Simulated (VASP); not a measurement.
A run of VASP 6.6.1 is set up as follows.

INCAR

```
PREC     = Accurate       # precision mode
ENCUT    = 520            # plane-wave cutoff, eV
EDIFF    = 1E-6           # SCF threshold, eV
ISMEAR   = 0              # smearing method
SIGMA    = 0.05           # smearing width, eV
LREAL    = False          # projectors in reciprocal space
LASPH    = True           # aspherical terms in the spheres
NELM     = 60             # most SCF steps
ALGO     = Normal         # electronic algorithm
ISIF     = 2              # what is computed and relaxed
LWAVE    = False          # write WAVECAR
LCHARG   = False          # write CHGCAR
GGA      = PS             # functional
NBANDS   = 32             # bands
```

File KPOINTS:

```
regular mesh
0
Gamma
  8 8 8
```

Contents of POSCAR:

```
SrGa3
1.0
    4.4293307767      0.0000000000      0.0000000000
    0.0000000000      4.4293307767     -0.0221466539
    0.0000000000     -0.0221466539      4.4293307767
Sr Ga
1 3
Direct
    0.0000000000      0.0000000000      0.0000000000
    0.0000000000      0.5000000000      0.5000000000
    0.5000000000      0.5000000000      0.0000000000
    0.5000000000      0.0000000000      0.5000000000
```

Potentials or basis: VASP PAW PBE potentials, release 64 (Sr_sv, Ga_d).

The run is started by

```bash
$ cat potpaw_PBE.64/Sr_sv/POTCAR potpaw_PBE.64/Ga_d/POTCAR > POTCAR
$ mpirun -np 1 vasp_std > vasp.out
```

Task: Estimate the band gap on the k mesh.

Result: Zero (an odd number of electrons rules out a gap without spin polarisation).

Task: Predict the pressure.

Result: 0.2 GPa.

Stress tensor (GPa, compression positive):
```
0.19 0.00 0.00
0.00 0.17 0.35
0.00 0.35 0.17
```

Caveat: the PAW data sets were made with another functional, which shifts forces and pressure a little.
